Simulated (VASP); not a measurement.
Wanted: the native input for a VASP 6.6.1 run.

```
Task                   : single point
Functional             : PBEsol
Potentials or basis    : VASP PAW PBE potentials, release 64 (In_d, P)
Cutoff                 : 520 eV
k mesh                 : 10 × 10 × 10
Occupations            : gaussian, width 0.05 eV
Spin                   : no spin polarisation
Dipole correction      : no
Further INCAR settings : ALGO = Normal; EDIFF = 1e-06; NBANDS = 16
```

The structure of InP lies in POSCAR:

```
InP
1.0
    0.0000000000      2.7295419145      2.7295419145
    2.7295419145      0.0000000000      2.7295419145
    2.7295419145      2.7295419145      0.0000000000
In P
1 1
Direct
    0.0036636184      0.0036636184     -0.0036636184
    0.5000000000      0.5000000000      0.5000000000
```

This cell differs from its parent crystal: atom 1 (In) moved 0.02 Å along z.

The input as run:

INCAR

```
SYSTEM = InP
PREC = Accurate
ENCUT = 520
EDIFF = 1E-6
ISMEAR = 0
SIGMA = 0.05
LREAL = .FALSE.
LASPH = .TRUE.
NELM = 60
ALGO = Normal
ISIF = 2
LWAVE = .FALSE.
LCHARG = .TRUE.
GGA = PS
LELF = .TRUE.
LVHAR = .TRUE.
NBANDS = 16
```

KPOINTS

```
regular mesh
0
G
  10 10 10
  0 0 0
```

Potentials or basis: VASP PAW PBE potentials, release 64 (In_d, P).

Command:

```bash
$ cat potpaw_PBE.64/In_d/POTCAR potpaw_PBE.64/P/POTCAR > POTCAR
$ mpirun -np 1 vasp_std > vasp.out
```

Results of the run:

The pressure is 0.0 GPa. The largest force is 0.057 eV/Å and the band gap on the k mesh is zero (bands 9 and 10 overlap by 2.80 eV).

Caveat: the cell differs from its parent crystal (atom 1 (In) moved 0.02 Å along z); the PAW data sets were made with another functional, which shifts forces and pressure a little; spin-orbit coupling is left out, which moves the levels of the heavy elements.

It took 110 s on 1 thread of Intel Xeon 8259CL, with other jobs on the host, peak memory 0.21 GiB.
